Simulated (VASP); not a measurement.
Here is a VASP 6.6.1 calculation.

The input INCAR:

```
SYSTEM = Re
PREC     = Accurate       ! precision mode
ENCUT    = 520            ! plane-wave cutoff, eV
EDIFF    = 1E-6           ! SCF threshold, eV
ISMEAR   = 0              ! smearing method
SIGMA    = 0.1            ! smearing width, eV
LREAL    = .FALSE.        ! projectors in reciprocal space
LASPH    = .TRUE.         ! aspherical terms in the spheres
NELM     = 100            ! most SCF steps
ALGO     = Fast           ! electronic algorithm
ISIF     = 2              ! what is computed and relaxed
LWAVE    = .FALSE.        ! write WAVECAR
LCHARG   = .FALSE.        ! write CHGCAR
GGA      = PE             ! functional
NBANDS   = 22             ! bands
```

File KPOINTS:

```
Automatic mesh
0
G
  15 15 4
  0 0 0
```

Contents of POSCAR:

```
Re
1.0
    2.7663873939      0.0000000000      0.0000000000
   -1.3831936969      2.3957617598      0.0000000000
    0.0000000000      0.0000000000      8.9388451600
Re
4
Direct
    0.0000000000      0.0000000000      0.0000000000
    0.3333333300      0.6666666700      0.2500000000
    0.0000000000      0.0000000000      0.5000000000
    0.6666666700      0.3333333300      0.7751710367
```

Potentials or basis: VASP PAW PBE potentials, release 64 (Re).

Run with:

```console
$ cat potpaw_PBE.64/Re/POTCAR > POTCAR
$ mpirun -np 1 vasp_std > vasp.out
```

Question: What does it give for the largest force?

Answer: 3.454 eV/Å.

Question: Estimate the pressure.

Answer: 7.7 GPa.

Question: Predict the band gap on the k mesh.

Answer: Zero (bands 14 and 15 overlap by 2.58 eV).

Forces in eV/Å, atoms in the order of the input:
```
Re   0.000  0.000  1.791
Re   0.000  0.000  1.446
Re   0.000  0.000  0.217
Re   0.000  0.000 -3.454
```

Caveat: the cell differs from its parent crystal (one atom moved); the cell stands under pressure; spin-orbit coupling is left out, which moves the levels of the heavy elements; forces of over 1 eV/Å act on the atoms, so gaps and moduli don't describe the material at rest.
